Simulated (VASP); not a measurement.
Input of a VASP 6.6.1 run:

The input INCAR:

```
  PREC = Accurate
  ENCUT = 520
  EDIFF = 1E-7
  ISMEAR = 0
  SIGMA = 0.15
  LREAL = False
  LASPH = True
  NELM = 100
  ALGO = Normal
  ISIF = 2
  LWAVE = False
  LCHARG = True
  GGA = PE
  LELF = True
  LVHAR = True
  NBANDS = 34
```

KPOINTS

```
Automatic mesh
0
Gamma
  2 2 3
```

The input POSCAR:

```
Zr2BeS4
1.0
    5.1187366990      0.0000000000      0.0000000000
    0.0000000000      5.1187366990      0.0000000000
    0.0000000000      0.0000000000      6.3907032149
Zr Be S
2 1 4
Direct
    0.0000000000      0.0000000000      0.7472507714
    0.0000000000      0.0000000000      0.2527492286
    0.5000000000      0.5000000000      0.5000000000
    0.2668008936      0.2668008936      0.0000000000
    0.7331991064      0.7331991064      0.0000000000
    0.7331991064      0.2668008936      0.0000000000
    0.2668008936      0.7331991064      0.0000000000
```

Potentials or basis: VASP PAW PBE potentials, release 64 (Zr_sv, Be, S).

The run is started by

```console
$ cat potpaw_PBE.64/Zr_sv/POTCAR potpaw_PBE.64/Be/POTCAR potpaw_PBE.64/S/POTCAR > POTCAR
$ mpirun -np 1 vasp_std > vasp.out
```

Q: What does it give for the pressure?

A: 0.1 GPa.

Q: Predict the largest force.

A: 0.037 eV/Å.

Stress tensor (GPa, compression positive):
```
-0.03  0.00  0.00
 0.00 -0.03  0.00
 0.00  0.00  0.44
```

Caveat: the k points lie up to 0.61 Å⁻¹ apart, too coarse for converged energies and pressures of a metal.
